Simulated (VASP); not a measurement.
A run of VASP 6.6.1 is set up as follows.

The input INCAR:

```
SYSTEM = InSb
PREC = Accurate ; ENCUT = 500
EDIFF = 1E-6 ; ISMEAR = 0
SIGMA = 0.05 ; LREAL = .FALSE.
LASPH = .TRUE. ; NELM = 120
ALGO = Normal ; ISIF = 2
LWAVE = .FALSE. ; LCHARG = .TRUE.
GGA = PE ; IVDW = 13
LELF = .TRUE. ; LVHAR = .TRUE.
NBANDS = 16 ; GGA_COMPAT = .FALSE.
```

KPOINTS

```
regular mesh
0
G
  6 6 6
  0 0 0
```

The input POSCAR:

```
InSb
1.0
    0.0000000000      3.2487385291      3.2487385291
    3.2487385291      0.0000000000      3.2487385291
    3.2487385291      3.2487385291      0.0000000000
In Sb
1 1
Direct
    0.0000000000      0.0000000000      0.0000000000
    0.7500000000      0.7500000000      0.7500000000
```

Potentials or basis: VASP PAW PBE potentials, release 64 (In_d, Sb).

Launch:

```console
$ cat potpaw_PBE.64/In_d/POTCAR potpaw_PBE.64/Sb/POTCAR > POTCAR
$ mpirun -np 1 vasp_std > vasp.out
```

Estimate the pressure.

0.9 GPa.

Predict the dispersion energy per atom.

-0.356 eV.

What does it give for the band gap on the k mesh?

Zero (filled and empty bands touch).

Caveat: semilocal functionals underestimate gaps, so a narrow gap can read as zero; spin-orbit coupling is left out, which moves the levels of the heavy elements.

**Experimental background.**

“Electronic Structure and Epitaxy of CdTe Shells on InSb Nanowires”, 2021, arxiv:2111.05126 quotes, for a bulk crystal of InSb: band gap 0.24 eV.

Measured gap of InSb: 0.24 eV (quoted in “Electronic Structure and Epitaxy of CdTe Shells on InSb Nanowires”, 2021, arxiv:2111.05126). This calculation gives 0.00 eV (-0.24 eV). Spin-orbit coupling on In, Sb is left out. The value is that of PBE+D4 on a finite k mesh, which can miss the band edges, without temperature or zero-point motion. Semilocal functionals fall short of measured gaps as a rule.
